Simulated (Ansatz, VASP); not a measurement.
## One calculation of NaCl, two programs

The input POSCAR:

```
NaCl
1.0
    3.9610943940      0.0000000000      0.0000000000
    0.0000000000      3.9610943940      0.0000000000
    0.0000000000      0.0000000000     27.2841535750
Na Cl
5 5
Direct
    0.5000000000      0.5000000000      0.2969044506
    0.0000000000      0.0000000000      0.3966629542
    0.5000000000      0.5000000000      0.5000000013
    0.0000000000      0.0000000000      0.6033370486
    0.5000000000      0.5000000000      0.7030955464
    0.0000000000      0.0000000000      0.2932104886
    0.5000000000      0.5000000000      0.3977634495
    0.0000000000      0.0000000000      0.4999999485
    0.5000000000      0.5000000000      0.6022364759
    0.0000000000      0.0000000000      0.7067895114
```

File INCAR.step1:

```
  PREC = Accurate
  ENCUT = 520
  ISMEAR = 0
  SIGMA = 0.05
  LREAL = F
  LASPH = T
  NELM = 100
  LDIPOL = T
  IDIPOL = 3
  DIPOL = 0.5 0.5 0.500
  NBANDS = 46
  GGA = PE
  ALGO = Normal
  EDIFF = 1E-4
  LWAVE = T
  LCHARG = F
```

The input INCAR.step2:

```
  PREC = Accurate
  ENCUT = 520
  EDIFF = 1E-6
  ISMEAR = 0
  SIGMA = 0.05
  LREAL = F
  LASPH = T
  NELM = 100
  ALGO = Normal
  ISIF = 2
  LWAVE = F
  LCHARG = T
  LDIPOL = T
  IDIPOL = 3
  DIPOL = 0.5 0.5 0.500
  METAGGA = R2SCAN
  LMIXTAU = T
  LELF = T
  LVHAR = T
  LVACPOTAV = T
  NBANDS = 46
  ISTART = 1
```

File KPOINTS:

```
Automatic mesh
0
Gamma
  6 6 1
```

Input for Ansatz:

```yaml
crystal:
  lattice:
    - [3.961094394, 0.0, 0.0]
    - [0.0, 3.961094394, 0.0]
    - [0.0, 0.0, 27.284153575]
  atoms:
    - { symbol: Na, position: [0.5, 0.5, 0.2969044506] }
    - { symbol: Cl, position: [0.0, 0.0, 0.2932104886] }
    - { symbol: Na, position: [0.0, 0.0, 0.3966629542] }
    - { symbol: Cl, position: [0.5, 0.5, 0.3977634495] }
    - { symbol: Na, position: [0.5, 0.5, 0.5000000013] }
    - { symbol: Cl, position: [0.0, 0.0, 0.4999999485] }
    - { symbol: Na, position: [0.0, 0.0, 0.6033370486] }
    - { symbol: Cl, position: [0.5, 0.5, 0.6022364759] }
    - { symbol: Na, position: [0.5, 0.5, 0.7030955464] }
    - { symbol: Cl, position: [0.0, 0.0, 0.7067895114] }
basis:
  ecutwfc: 500
kpoints:
  mp_grid: { grid: [6, 6, 1] }
scf:
  occupations: { method: gaussian, width: 0.05 }
  n_extra_bands: 4
hamiltonian:
  xc: r2scan
  pseudopotentials: { kind: paw, azcp: { folder: soft_1 } }
output:
  eigenvalues: true
  forces: true
  stress: false
efield:
  axis: 3
  dipole_correction: true
```

Alike in both runs: task single point; functional r2SCAN; k mesh 6 × 6 × 1; occupations gaussian, width 0.05 eV; no spin polarisation.

|  | VASP | Ansatz |
| --- | --- | --- |
| version | VASP 6.6.1 | Ansatz 0.2.0 |
| potentials or method | VASP PAW PBE potentials, release 64 (Na_pv, Cl), cutoff 520 eV | plane-wave PAW, scalar-relativistic |
| valence electrons in the cell | 70 | 80 |

|  | VASP | Ansatz | Ansatz less VASP |
| --- | --- | --- | --- |
| gap on the k mesh at the Fermi level (eV) | 5.95 | 5.93 | -0.015 |
| rms of the force components (eV/Å) | 0.004 | 0.003 | -0.0010 |

VASP's potentials were made for PBE, not for r2SCAN. VASP's potentials hold 70 valence electrons a cell and Ansatz's 80, so a difference there can come from the potentials and not from the codes.
